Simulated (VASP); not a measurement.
# CaO (Fm-3m) in VASP: single point with r2SCAN

Aim: the single point of CaO with r2SCAN.

Everything below comes from runs of VASP 6.6.1. Logs are shortened: lines on timing, memory, paths and dates and some standing lists are left out, and cuts for length are marked.

**1. The cell of the first run**

It takes space group Fm-3m (No. 225, cubic). The conventional cell has a = 4.849 Å, b = 4.849 Å, c = 4.849 Å, α = 90.00°, β = 90.00°, γ = 90.00°. Within 3.2 Å of Ca (site symmetry m-3m) lie 6 O at 2.42 Å. Within 3.2 Å of O (site symmetry m-3m) lie 6 Ca at 2.42 Å.

**2. Single point, r2SCAN**

Contents of POSCAR:

```
CaO
1.0
    0.0000000000      2.4247166600      2.4247166600
    2.4247166600      0.0000000000      2.4247166600
    2.4247166600      2.4247166600      0.0000000000
Ca O
1 1
Direct
    0.0000000000      0.0000000000      0.0000000000
    0.5000000000      0.5000000000      0.5000000000
```

Contents of INCAR.step1:

```
PREC = Accurate
ENCUT = 520
ISMEAR = -1
SIGMA = 0.1
LREAL = F
LASPH = T
NELM = 60
NBANDS = 15
GGA = PE
ALGO = Normal
EDIFF = 1E-4
LWAVE = T
LCHARG = F
```

Contents of INCAR.step2:

```
PREC = Accurate
ENCUT = 520
EDIFF = 1E-6
ISMEAR = -1
SIGMA = 0.1
LREAL = F
LASPH = T
NELM = 60
ALGO = Normal
ISIF = 2
LWAVE = F
LCHARG = F
METAGGA = R2SCAN
LMIXTAU = T
NBANDS = 15
ISTART = 1
```

Contents of KPOINTS:

```
Automatic mesh
0
Gamma
  9 9 9
```

Potentials or basis: VASP PAW PBE potentials, release 64 (Ca_sv, O).

Run with:

```sh
> cat potpaw_PBE.64/Ca_sv/POTCAR potpaw_PBE.64/O/POTCAR > POTCAR
> cp INCAR.step1 INCAR
> mpirun -np 1 vasp_std > vasp.out
> cp INCAR.step2 INCAR
> mpirun -np 1 vasp_std > vasp.out
```

OUTCAR:

```text
PREC = Accurate
   ENCUT = 520
   EDIFF = 1E-6
   ISMEAR = -1
   LREAL = F
   LASPH = T
   NELM = 60
   ISIF = 2
   METAGGA = R2SCAN
   ISTART = 1

 ion  position               nearest neighbor table
   1  0.000  0.000  0.000-   2 2.42   2 2.42   2 2.42   2 2.42   2 2.42   2 2.42
   2  0.500  0.500  0.500-   1 2.42   1 2.42   1 2.42   1 2.42   1 2.42   1 2.42

  LATTYP: Found a face centered cubic cell.
 ALAT       =     4.8494333200

  Lattice vectors:

 A1 = (   0.0000000000,   2.4247166600,   2.4247166600)
 A2 = (   2.4247166600,   0.0000000000,   2.4247166600)
 A3 = (   2.4247166600,   2.4247166600,   0.0000000000)

Analysis of symmetry for initial positions (statically):
=====================================================================
 Subroutine PRICEL returns:
 Original cell was already a primitive cell.

 Routine SETGRP: Setting up the symmetry group for a
 face centered cubic supercell.

 Subroutine GETGRP returns: Found 48 space group operations
 (whereof 48 operations were pure point group operations)
 out of a pool of 48 trial point group operations.

The static configuration has the point symmetry O_h .

Analysis of symmetry for dynamics (positions and initial velocities):
=====================================================================
 Subroutine PRICEL returns:
 Original cell was already a primitive cell.

 Routine SETGRP: Setting up the symmetry group for a
 face centered cubic supercell.

 Subroutine GETGRP returns: Found 48 space group operations
 (whereof 48 operations were pure point group operations)
 out of a pool of 48 trial point group operations.

The dynamic configuration has the point symmetry O_h .

 Subroutine INISYM returns: Found 48 space group operations
 (whereof 48 operations are pure point group operations),
 and found     1 'primitive' translations

----------------------------------------------------------------------------------------

                                     Primitive cell

  volume of cell :      28.5110

  direct lattice vectors                    reciprocal lattice vectors
     0.000000000  2.424716660  2.424716660    -0.206209661  0.206209661  0.206209661
     2.424716660  0.000000000  2.424716660     0.206209661 -0.206209661  0.206209661
     2.424716660  2.424716660  0.000000000     0.206209661  0.206209661 -0.206209661

  length of vectors
     3.429067185  3.429067185  3.429067185     0.357165610  0.357165610  0.357165610

  position of ions in fractional coordinates (direct lattice)
     0.000000000  0.000000000  0.000000000
     0.500000000  0.500000000  0.500000000

  ion indices of the primitive-cell ions
   primitive index   ion index
                 1           1
                 2           2

----------------------------------------------------------------------------------------

 KPOINTS: Automatic mesh

Automatic generation of k-mesh.
 Grid dimensions read from file:
 generate k-points for:    9    9    9

 Generating k-lattice:

  Cartesian coordinates                     Fractional coordinates (reciprocal lattice)
    -0.022912185  0.022912185  0.022912185     0.111111111  0.000000000  0.000000000
     0.022912185 -0.022912185  0.022912185     0.000000000  0.111111111  0.000000000
     0.022912185  0.022912185 -0.022912185     0.000000000  0.000000000  0.111111111

  Length of vectors
     0.039685068  0.039685068  0.039685068

  Shift w.r.t. Gamma in fractional coordinates (k-lattice)
     0.000000000  0.000000000  0.000000000

 Subroutine IBZKPT returns following result:
 ===========================================

 Found     35 irreducible k-points:

 Following reciprocal coordinates:
            Coordinates               Weight
  0.000000  0.000000  0.000000      1.000000
  0.111111  0.000000  0.000000      8.000000
  0.222222  0.000000  0.000000      8.000000
  0.333333  0.000000  0.000000      8.000000
  0.444444  0.000000  0.000000      8.000000
  0.111111  0.111111  0.000000      6.000000
[... 16 lines left out ...]
 -0.333333  0.333333  0.000000     12.000000
  0.444444  0.444444  0.000000      6.000000
 [... further k-points ...]
   k-points           NKPTS =     35   k-points in BZ     NKDIM =     35   number of bands    NBANDS=     15
   number of dos      NEDOS =    301   number of ions     NIONS =      2
   total plane-waves  NPLWV =  21952
   dimension x,y,z NGX =    28 NGY =   28 NGZ =   28
   dimension x,y,z NGXF=    56 NGYF=   56 NGZF=   56
   ions per type =               1   1
   NGX,Y,Z   is equivalent  to a cutoff of  13.57, 13.57, 13.57 a.u.
   NGXF,Y,Z  is equivalent  to a cutoff of  27.15, 27.15, 27.15 a.u.
 SYSTEM =  unknown system
   PREC   = accura    normal or accurate (medium, high low for compatibility)
   ISTART =      1    job   : 0-new  1-cont  2-samecut
   ICHARG =      0    charge: 1-file 2-atom 10-const
   ISPIN  =      1    spin polarized calculation?
   LNONCOLLINEAR =      F non collinear calculations
   LSORBIT =      F    spin-orbit coupling
   LASPH  =      T    aspherical Exc in radial PAW
   ENCUT  =  520.0 eV  38.22 Ry    6.18 a.u.   6.38  6.38  6.38*2*pi/ulx,y,z
   NELM   =     60;   NELMIN=  2; NELMDL=  0     # of ELM steps
   EDIFF  = 0.1E-05   stopping-criterion for ELM
   LREAL  =      F    real-space projection
   EDIFFG = 0.1E-04   stopping-criterion for IOM
   NSW    =      0    number of steps for IOM
   IBRION =     -1    ionic relax: 0-MD 1-quasi-New 2-CG
   NFREE  =      0    steps in history (QN), initial steepest desc. (CG)
   ISIF   =      2    stress and relaxation
   ISYM   =      2    0-nonsym 1-usesym 2-fastsym
   POTIM  = 0.5000    time-step for ionic-motion
   TEBEG  =    0.0;   TEEND  =   0.0 temperature during run
   PSTRESS=    0.0 pullay stress
   NELECT =      16.0000    total number of electrons
   NUPDOWN=      -1.0000    fix difference up-down
   EMIN   =  10.00;   EMAX   =-10.00  energy-range for DOS
   EFERMI =   0.00;   METHOD = LEGACY
   ISMEAR =    -1;   SIGMA  =   0.10  broadening in eV -4-tet -1-fermi 0-gaus
   EFERMI_NEDOS =   21; number of points for ismear=-14 and -15
   IALGO  =     38    algorithm
   IMIX   =      4    mixing-type and parameters
     AMIX     =   0.40;   BMIX     =  1.00
     AMIX_MAG =   1.60;   BMIX_MAG =  1.00
  volume/ion in A,a.u.               =      14.26        96.20
  Fermi-wavevector in a.u.,A,eV,Ry     =   1.350342  2.551777 24.809189  1.823424
  Thomas-Fermi vector in A             =   2.477855
   LORBIT       =      0    0 simple, 1 ext, 2 COOP (PROOUT), +10 PAW based schemes
   METAGGA = R2SCAN    functional components
   LHFCALC =     F    Hartree Fock is set to
   AEXX    =    0.0000 exact exchange contribution
   IVDW    =     0    specifies the selected vdW correction
   LEPSILON=     F    determine dielectric tensor
   LRPA    =     F    only Hartree local field effects (RPA)
 non-spin polarized calculation
  energy-cutoff  :      520.00
  volume of cell :       28.51
 maximum number of plane-waves:       779
 NGX is ok and might be reduce to    28
   NGX = 13   NGY = 13   NGZ = 13

 number of electron      16.0000001 magnetization

 Free energy of the ion-electron system (eV)
  ---------------------------------------------------
  ext. energy  EPLUGINS =         0.00000000
  ---------------------------------------------------
  free energy    TOTEN  =       -19.44880560 eV

  energy without entropy =      -19.44880560  energy(sigma->0) =      -19.44880560

 E-fermi :   3.9653     XC(G=0): -10.9341

 val. band max:        1.8675837149   @ k =   0.0000   0.0000   0.0000
 cond. band min:       6.1184099716   @ k =   0.4444   0.4444   0.0000
 fundamental gap:      4.2508262567
 Fermi energy:         3.9652782485

 k-point     1 :       0.0000    0.0000    0.0000
  band No.  band energies     occupation
      1     -37.3035      2.00000
      2     -17.2131      2.00000
      3     -17.2131      2.00000
      4     -17.2130      2.00000
      5     -14.5547      2.00000
      6       1.8676      2.00000
      7       1.8676      2.00000
      8       1.8676      2.00000
      9       7.0736      0.00000
     10       8.6523      0.00000
     11       8.6523      0.00000
     12       8.6523      0.00000
     13      10.2020      0.00000
     14      10.2020      0.00000
     15      17.4635      0.00000

 k-point     2 :       0.1111    0.0000    0.0000
  band No.  band energies     occupation
      1     -37.2930      2.00000
      2     -17.3813      2.00000
      3     -17.2187      2.00000
      4     -17.2186      2.00000
      5     -14.3785      2.00000
      6       1.4568      2.00000
      7       1.7089      2.00000
      8       1.7089      2.00000
      9       7.6193      0.00000
     10       8.6093      0.00000
     11       8.8605      0.00000
     12       8.8605      0.00000
     13      10.4867      0.00000
     14      10.4867      0.00000
     15      17.9336      0.00000

 k-point     3 :       0.2222    0.0000    0.0000
  band No.  band energies     occupation
      1     -37.2665      2.00000
      2     -17.7393      2.00000
      3     -17.2328      2.00000
      4     -17.2327      2.00000
      5     -13.9986      2.00000
      6       0.6127      2.00000
      7       1.3424      2.00000
      8       1.3424      2.00000
      9       8.5904      0.00000
     10       8.8997      0.00000
     11       9.4244      0.00000
     12       9.4244      0.00000
     13      11.2069      0.00000
     14      11.2069      0.00000
     15      18.4264      0.00000
[... 343 lines left out ...]
 k-point    23 :      -0.3333    0.3333    0.0000
  band No.  band energies     occupation
      1     -37.1931      2.00000
      2     -17.8931      2.00000
      3     -17.5972      2.00000
      4     -17.3276      2.00000
      5     -13.8070      2.00000
      6       0.1977      2.00000
      7       0.7596      2.00000
      8       0.9373      2.00000
      9       8.3842      0.00000
     10       9.8054      0.00000
     11      11.0413      0.00000
     12      11.0997      0.00000
     13      12.5347      0.00000
     14      15.9009      0.00000
     15      16.2267      0.00000

 k-point    24 :       0.4444    0.4444    0.0000
  band No.  band energies     occupation
      1     -37.1906      2.00000
      2     -17.7642      2.00000
      3     -17.4135      2.00000
      4     -17.4135      2.00000
      5     -14.2947      2.00000
      6       0.4984      2.00000
      7       1.4888      2.00000
      8       1.4888      2.00000
      9       6.1184      0.00000
     10      10.3667      0.00000
     11      11.3044      0.00000
     12      11.8491      0.00000
     13      11.8491      0.00000
     14      13.5557      0.00000
     15      16.4355      0.00000

 [... further k-points ...]
[... 5 lines left out ...]
  --------------------------------------------------------------------------------------
  -------------------------------------------------------------------------------------
  Total       -0.4958036     -0.4958036     -0.4958036      0.0000000      0.0000000     -0.0000000
  in kB      -27.8616786    -27.8616786    -27.8616786      0.0000000      0.0000000     -0.0000000
  external PRESSURE =     -27.8616786 kB  Pullay stress =       0.0000000 kB

 VOLUME and BASIS-vectors are now :
 -----------------------------------------------------------------------------
  energy-cutoff  :      520.00
  volume of cell :       28.51
      direct lattice vectors                 reciprocal lattice vectors
     0.000000000  2.424716660  2.424716660    -0.206209661  0.206209661  0.206209661
     2.424716660  0.000000000  2.424716660     0.206209661 -0.206209661  0.206209661
     2.424716660  2.424716660  0.000000000     0.206209661  0.206209661 -0.206209661

 POSITION                                       TOTAL-FORCE (eV/Angst)
 -----------------------------------------------------------------------------------
      0.00000      0.00000      0.00000         0.000000     -0.000000     -0.000000
      2.42472      2.42472      2.42472        -0.000000      0.000000      0.000000
 -----------------------------------------------------------------------------------
    total drift:                                0.000000      0.000000      0.000000

  FREE ENERGIE OF THE ION-ELECTRON SYSTEM (eV)
  ---------------------------------------------------
  free  energy   TOTEN  =       -19.4488055979 eV

  energy  without entropy=      -19.4488055978  energy(sigma->0) =      -19.44880560
```

Wall time 1.9 min (1 thread of Intel Xeon 8259CL, shared host); peak memory 0.17 GiB.

What came out:

* Free energy: -19.4488 eV
* Pressure: -2.8 GPa
* Band gap on the k mesh: 4.25 eV (least direct gap 4.63 eV)

Caveat: the PAW data sets were made with another functional, which shifts forces and pressure a little; an odd mesh through Γ misses points on the zone boundary, where band edges can lie. r2SCAN opens gaps a little over a GGA but as a rule still falls short of measured ones.
